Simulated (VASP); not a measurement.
A run of VASP 6.6.1 is set up as follows.

Contents of INCAR:

```
SYSTEM = Fe
AGGAC = 1.0
AGGAX = 1.0
ALDAC = 0.0
ALDAX = 1.0
ALGO = Normal
EDIFF = 1E-6
ENCUT = 520
GGA = B5
ISIF = 2
ISMEAR = -1
LASPH = .True.
LCHARG = .False.
LREAL = .False.
LWAVE = .False.
NBANDS = 10
NELM = 100
PREC = Accurate
SIGMA = 0.1
```

KPOINTS

```
k-points
0
Gamma
  15 15 15
  0 0 0
```

POSCAR

```
Fe
1.0
   -1.3997115493      1.3997115493      1.3997115493
    1.3997115493     -1.3997115493      1.3997115493
    1.3997115493      1.3997115493     -1.3997115493
Fe
1
Direct
    0.0000000000      0.0000000000      0.0000000000
```

Potentials or basis: VASP PAW PBE potentials, release 64 (Fe).

Launch:

```sh
$ cat potpaw_PBE.64/Fe/POTCAR > POTCAR
$ mpirun -np 1 vasp_std > vasp.out
```

**Question.** Estimate the pressure.

**Answer.** 0.1 GPa.

**Question.** What does it give for the band gap on the k mesh?

**Answer.** Zero (band 4 reaches 7.61 eV, above the bottom of band 5 at 5.84 eV).

Caveat: the PAW data sets were made with another functional, which shifts forces and pressure a little; the run has no spin polarisation, though such a crystal can be magnetic. Spin polarisation is off, so any magnetic state and its effect on volume and gap are missing.
